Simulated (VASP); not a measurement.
# WSe2 (P-1) in VASP: further runs

Runs on WSe2. Level: PBEsol. Tasks: single point.

All numbers are computed with VASP 6.6.1; they aren't measurements. Logs are shortened: lines on timing, memory, paths and dates and some standing lists are left out, and cuts for length are marked.

**1. The cell of the first run**

The typed cell holds 6 atoms: a = 3.271 Å, b = 3.271 Å, c = 13.237 Å, α = 88.58°, β = 87.17°, γ = 60.00°.

**2. Single point, PBEsol (the part above a cut slid along it)**

INCAR

```
SYSTEM = WSe2
  PREC = Accurate
  ENCUT = 520
  EDIFF = 1E-6
  ISMEAR = 0
  SIGMA = 0.05
  LREAL = .False.
  LASPH = .True.
  NELM = 100
  ALGO = Normal
  ISIF = 2
  LWAVE = .False.
  LCHARG = .False.
  GGA = PS
  NBANDS = 35
```

KPOINTS

```
Automatic mesh
0
Gamma
  9 9 2
  0 0 0
```

POSCAR

```
WSe2
1.0
   -3.2711504052      0.0000000000      0.0000000000
   -1.6355752026     -2.8328993505      0.0000000000
   -0.6542300810      0.0000000000     13.2206689562
W Se
2 4
Direct
    0.1833333333      0.3333333333      0.7500000000
    0.6166666667      0.6666666667      0.2500000000
    0.3086560971      0.3333333333      0.1233861811
    0.5419894304      0.6666666667      0.6233861811
    0.2580105696      0.3333333333      0.3766138189
    0.4913439029      0.6666666667      0.8766138189
```

Potentials or basis: VASP PAW PBE potentials, release 64 (W_sv, Se).

Started as:

```bash
$ cat potpaw_PBE.64/W_sv/POTCAR potpaw_PBE.64/Se/POTCAR > POTCAR
$ mpirun -np 1 vasp_std > vasp.out
```

OUTCAR:

```text
SYSTEM = WSe2
   PREC = Accurate
   ENCUT = 520
   EDIFF = 1E-6
   ISMEAR = 0
   LREAL = .False.
   LASPH = .True.
   NELM = 100
   ISIF = 2
   GGA = PS

 ion  position               nearest neighbor table
   1  0.183  0.333  0.750-   4 2.52   6 2.52   6 2.52   4 2.52   4 2.52   6 2.52
   2  0.617  0.667  0.250-   3 2.52   5 2.52   3 2.52   5 2.52   5 2.52   3 2.52
   3  0.309  0.333  0.123-   2 2.52   2 2.52   2 2.52
   4  0.542  0.667  0.623-   1 2.52   1 2.52   1 2.52
   5  0.258  0.333  0.377-   2 2.52   2 2.52   2 2.52
   6  0.491  0.667  0.877-   1 2.52   1 2.52   1 2.52

  LATTYP: Found a base centered monoclinic cell.
 ALAT       =     3.2711504052
 B/A-ratio  =     1.7320508076
 C/A-ratio  =     4.0465416863
 COS(beta)  =    -0.0494249202

  Lattice vectors:

 A1 = (   1.6355752026,  -2.8328993505,   0.0000000000)
 A2 = (   1.6355752026,   2.8328993505,   0.0000000000)
 A3 = (  -0.6542300810,   0.0000000000,  13.2206689562)

Analysis of symmetry for initial positions (statically):
=====================================================================
 Subroutine PRICEL returns:
 Original cell was already a primitive cell.

 Routine SETGRP: Setting up the symmetry group for a
 base centered monoclinic supercell.

 Subroutine GETGRP returns: Found  2 space group operations
 (whereof  1 operations were pure point group operations)
 out of a pool of  4 trial point group operations.

The static configuration has the point symmetry C_1 .
 The point group associated with its full space group is S_2 .

Analysis of symmetry for dynamics (positions and initial velocities):
=====================================================================
 Subroutine PRICEL returns:
 Original cell was already a primitive cell.

 Routine SETGRP: Setting up the symmetry group for a
 base centered monoclinic supercell.

 Subroutine GETGRP returns: Found  2 space group operations
 (whereof  1 operations were pure point group operations)
 out of a pool of  4 trial point group operations.

The dynamic configuration has the point symmetry C_1 .
 The point group associated with its full space group is S_2 .

 Subroutine INISYM returns: Found  2 space group operations
 (whereof  1 operations are pure point group operations),
 and found     1 'primitive' translations

----------------------------------------------------------------------------------------

                                     Primitive cell

  volume of cell :     122.5138

  direct lattice vectors                    reciprocal lattice vectors
    -3.271150405  0.000000000  0.000000000    -0.305702849  0.176497622 -0.015127828
    -1.635575203 -2.832899350  0.000000000     0.000000000 -0.352995245  0.000000000
    -0.654230081  0.000000000 13.220668956     0.000000000  0.000000000  0.075639138

  length of vectors
     3.271150405  3.271150405 13.236846477     0.353319252  0.352995245  0.075639138

  position of ions in fractional coordinates (direct lattice)
     0.183333333  0.333333333  0.750000000
     0.616666667  0.666666667  0.250000000
     0.308656097  0.333333333  0.123386181
     0.541989430  0.666666667  0.623386181
     0.258010570  0.333333333  0.376613819
     0.491343903  0.666666667  0.876613819

  ion indices of the primitive-cell ions
   primitive index   ion index
                 1           1
                 2           2
                 3           3
                 4           4
                 5           5
                 6           6

----------------------------------------------------------------------------------------

 KPOINTS: Automatic mesh

Automatic generation of k-mesh.
 Grid dimensions read from file:
 generate k-points for:    9    9    2

 Generating k-lattice:

  Cartesian coordinates                     Fractional coordinates (reciprocal lattice)
    -0.033966983  0.019610847 -0.001680870     0.111111111 -0.000000000 -0.000000000
     0.000000000 -0.039221694  0.000000000     0.000000000  0.111111111  0.000000000
     0.000000000  0.000000000  0.037819569     0.000000000  0.000000000  0.500000000

  Length of vectors
     0.039257695  0.039221694  0.037819569

  Shift w.r.t. Gamma in fractional coordinates (k-lattice)
     0.000000000  0.000000000  0.000000000

 Subroutine IBZKPT returns following result:
 ===========================================

 Found     82 irreducible k-points:

 Following reciprocal coordinates:
            Coordinates               Weight
  0.000000  0.000000  0.000000      1.000000
  0.111111 -0.000000  0.000000      2.000000
 -0.111111 -0.111111  0.000000      2.000000
  0.222222 -0.000000  0.000000      2.000000
 -0.222222 -0.222222  0.000000      2.000000
  0.333333 -0.000000 -0.000000      2.000000
[... 16 lines left out ...]
  0.111111  0.222222  0.000000      2.000000
  0.000000  0.222222  0.000000      2.000000
 [... further k-points ...]
   k-points           NKPTS =     82   k-points in BZ     NKDIM =     82   number of bands    NBANDS=     35
   number of dos      NEDOS =    301   number of ions     NIONS =      6
   total plane-waves  NPLWV =  56448
   dimension x,y,z NGX =    24 NGY =   24 NGZ =   98
   dimension x,y,z NGXF=    48 NGYF=   48 NGZF=  196
   ions per type =               2   4
   NGX,Y,Z   is equivalent  to a cutoff of  12.20, 12.20, 12.31 a.u.
   NGXF,Y,Z  is equivalent  to a cutoff of  24.39, 24.39, 24.62 a.u.
 SYSTEM =  WSe2
   PREC   = accura    normal or accurate (medium, high low for compatibility)
   ISTART =      0    job   : 0-new  1-cont  2-samecut
   ICHARG =      2    charge: 1-file 2-atom 10-const
   ISPIN  =      1    spin polarized calculation?
   LNONCOLLINEAR =      F non collinear calculations
   LSORBIT =      F    spin-orbit coupling
   LASPH  =      T    aspherical Exc in radial PAW
   ENCUT  =  520.0 eV  38.22 Ry    6.18 a.u.   6.08  6.08 24.61*2*pi/ulx,y,z
   NELM   =    100;   NELMIN=  2; NELMDL= -5     # of ELM steps
   EDIFF  = 0.1E-05   stopping-criterion for ELM
   LREAL  =      F    real-space projection
   EDIFFG = 0.1E-04   stopping-criterion for IOM
   NSW    =      0    number of steps for IOM
   IBRION =     -1    ionic relax: 0-MD 1-quasi-New 2-CG
   NFREE  =      0    steps in history (QN), initial steepest desc. (CG)
   ISIF   =      2    stress and relaxation
   ISYM   =      2    0-nonsym 1-usesym 2-fastsym
   POTIM  = 0.5000    time-step for ionic-motion
   TEBEG  =    0.0;   TEEND  =   0.0 temperature during run
   PSTRESS=    0.0 pullay stress
   NELECT =      52.0000    total number of electrons
   NUPDOWN=      -1.0000    fix difference up-down
   EMIN   =  10.00;   EMAX   =-10.00  energy-range for DOS
   EFERMI =   0.00;   METHOD = LEGACY
   ISMEAR =     0;   SIGMA  =   0.05  broadening in eV -4-tet -1-fermi 0-gaus
   EFERMI_NEDOS =   21; number of points for ismear=-14 and -15
   IALGO  =     38    algorithm
   IMIX   =      4    mixing-type and parameters
     AMIX     =   0.40;   BMIX     =  1.00
     AMIX_MAG =   1.60;   BMIX_MAG =  1.00
  volume/ion in A,a.u.               =      20.42       137.79
  Fermi-wavevector in a.u.,A,eV,Ry     =   1.230309  2.324947 20.594602  1.513661
  Thomas-Fermi vector in A             =   2.365163
   LORBIT       =      0    0 simple, 1 ext, 2 COOP (PROOUT), +10 PAW based schemes
   GGA     = PS    functional components
   LHFCALC =     F    Hartree Fock is set to
   AEXX    =    0.0000 exact exchange contribution
   IVDW    =     0    specifies the selected vdW correction
   LEPSILON=     F    determine dielectric tensor
   LRPA    =     F    only Hartree local field effects (RPA)
 non-spin polarized calculation
 Gauss-broadening in eV      SIGMA  =   0.05
  energy-cutoff  :      520.00
  volume of cell :      122.51
 maximum number of plane-waves:      3334
   NGX = 13   NGY = 13   NGZ = 49

 number of electron      51.9999997 magnetization

 Free energy of the ion-electron system (eV)
  ---------------------------------------------------
  ext. energy  EPLUGINS =         0.00000000
  ---------------------------------------------------
  free energy    TOTEN  =       -46.52779639 eV

  energy without entropy =      -46.52779639  energy(sigma->0) =      -46.52779639

 E-fermi :   6.1950     XC(G=0): -10.8314

 val. band max:        5.9668596139   @ k =   0.0000   0.0000   0.0000
 cond. band min:       7.0821274122   @ k =  -0.2222   0.1111   0.0000
 fundamental gap:      1.1152677983
 Fermi energy:         6.1949583263

 k-point     1 :       0.0000    0.0000    0.0000
  band No.  band energies     occupation
      1     -68.2157      2.00000
      2     -68.2157      2.00000
      3     -32.4820      2.00000
      4     -32.4820      2.00000
      5     -32.3311      2.00000
      6     -32.3311      2.00000
[... 27 lines left out ...]
     34       9.0565      0.00000
     35      10.5205      0.00000

 k-point     2 :       0.1111   -0.0000    0.0000
  band No.  band energies     occupation
      1     -68.2144      2.00000
      2     -68.2144      2.00000
      3     -32.4763      2.00000
      4     -32.4763      2.00000
      5     -32.3606      2.00000
      6     -32.3606      2.00000
[... 27 lines left out ...]
     34       9.1464      0.00000
     35      11.4815      0.00000

 k-point     3 :      -0.1111   -0.1111    0.0000
  band No.  band energies     occupation
      1     -68.2144      2.00000
      2     -68.2144      2.00000
      3     -32.4763      2.00000
      4     -32.4763      2.00000
      5     -32.3608      2.00000
      6     -32.3608      2.00000
[... 27 lines left out ...]
     34       9.1294      0.00000
     35      11.4968      0.00000

 k-point     4 :       0.2222   -0.0000    0.0000
  band No.  band energies     occupation
      1     -68.2110      2.00000
      2     -68.2110      2.00000
      3     -32.4619      2.00000
      4     -32.4619      2.00000
      5     -32.4351      2.00000
      6     -32.4351      2.00000
[... 27 lines left out ...]
     34       9.7663      0.00000
     35      12.2362      0.00000

 k-point     5 :      -0.2222   -0.2222    0.0000
  band No.  band energies     occupation
      1     -68.2110      2.00000
      2     -68.2110      2.00000
      3     -32.4619      2.00000
      4     -32.4619      2.00000
      5     -32.4352      2.00000
      6     -32.4352      2.00000
[... 638 lines left out ...]
 k-point    22 :      -0.1111    0.1111    0.0000
  band No.  band energies     occupation
      1     -68.2120      2.00000
      2     -68.2120      2.00000
      3     -32.4663      2.00000
      4     -32.4663      2.00000
      5     -32.4099      2.00000
      6     -32.4099      2.00000
[... 27 lines left out ...]
     34       9.7478      0.00000
     35      12.4287      0.00000

 k-point    23 :       0.1111    0.2222    0.0000
  band No.  band energies     occupation
      1     -68.2120      2.00000
      2     -68.2120      2.00000
      3     -32.4663      2.00000
      4     -32.4663      2.00000
      5     -32.4101      2.00000
      6     -32.4101      2.00000
[... 27 lines left out ...]
     34       9.7059      0.00000
     35      12.4713      0.00000

 k-point    24 :       0.0000    0.2222    0.0000
  band No.  band energies     occupation
      1     -68.2110      2.00000
      2     -68.2110      2.00000
      3     -32.4619      2.00000
      4     -32.4619      2.00000
      5     -32.4350      2.00000
      6     -32.4350      2.00000
[... 27 lines left out ...]
     34       9.7310      0.00000
     35      12.3196      0.00000

 [... further k-points ...]

------------------------ aborting loop because EDIFF is reached ----------------------------------------

  FORCE on cell =-STRESS in cart. coord.  units (eV):
  Direction    XX          YY          ZZ          XY          YZ          ZX
  --------------------------------------------------------------------------------------
  -------------------------------------------------------------------------------------
  Total        0.3001480      0.3553361      0.6619506      0.0288880      0.1232042      0.2614034
  in kB        3.9251927      4.6469167      8.6566736      0.3777836      1.6112051      3.4185094
  external PRESSURE =       5.7429276 kB  Pullay stress =       0.0000000 kB

 VOLUME and BASIS-vectors are now :
 -----------------------------------------------------------------------------
  energy-cutoff  :      520.00
  volume of cell :      122.51
      direct lattice vectors                 reciprocal lattice vectors
    -3.271150405  0.000000000  0.000000000    -0.305702849  0.176497622 -0.015127828
    -1.635575203 -2.832899350  0.000000000     0.000000000 -0.352995245  0.000000000
    -0.654230081  0.000000000 13.220668956     0.000000000  0.000000000  0.075639138

 POSITION                                       TOTAL-FORCE (eV/Angst)
 -----------------------------------------------------------------------------------
     -1.63558     -0.94430      9.91550        -0.027369     -0.008335     -0.005087
     -3.27115     -1.88860      3.30517         0.027369      0.008335      0.005087
     -1.63558     -0.94430      1.63125         0.037783      0.020650     -0.010382
     -3.27115     -1.88860      8.24158         0.003907     -0.000221     -0.067650
     -1.63558     -0.94430      4.97909        -0.003907      0.000221      0.067650
     -3.27115     -1.88860     11.58942        -0.037783     -0.020650      0.010382
 -----------------------------------------------------------------------------------
    total drift:                                0.000039      0.000001      0.000014

  FREE ENERGIE OF THE ION-ELECTRON SYSTEM (eV)
  ---------------------------------------------------
  free  energy   TOTEN  =       -46.5277963879 eV

  energy  without entropy=      -46.5277963879  energy(sigma->0) =      -46.52779639
```

Run time: 3.2 min. Hardware: 1 thread of Intel Xeon Platinum 8488C (Sapphire Rapids), shared host; peak memory 0.42 GiB.

What came out:

- Free energy: -46.5278 eV
- Pressure: 0.6 GPa
- Largest force: 0.068 eV/Å
- Band gap on the k mesh: 1.12 eV (least direct gap 1.60 eV)

Forces on the atoms (eV/Å):
```
W   -0.027 -0.008 -0.005
W    0.027  0.008  0.005
Se   0.038  0.021 -0.010
Se   0.004  0.000 -0.068
Se  -0.004  0.000  0.068
Se  -0.038 -0.021  0.010
```

Stress tensor (GPa, compression positive):
```
0.39 0.04 0.34
0.04 0.46 0.16
0.34 0.16 0.87
```

Caveat: the cell differs from its parent crystal (the part above a cut slid along it); the PAW data sets were made with another functional, which shifts forces and pressure a little; spin-orbit coupling is left out, which moves the levels of the heavy elements. A k mesh can miss the band edges.

[end of part 1 of 2]
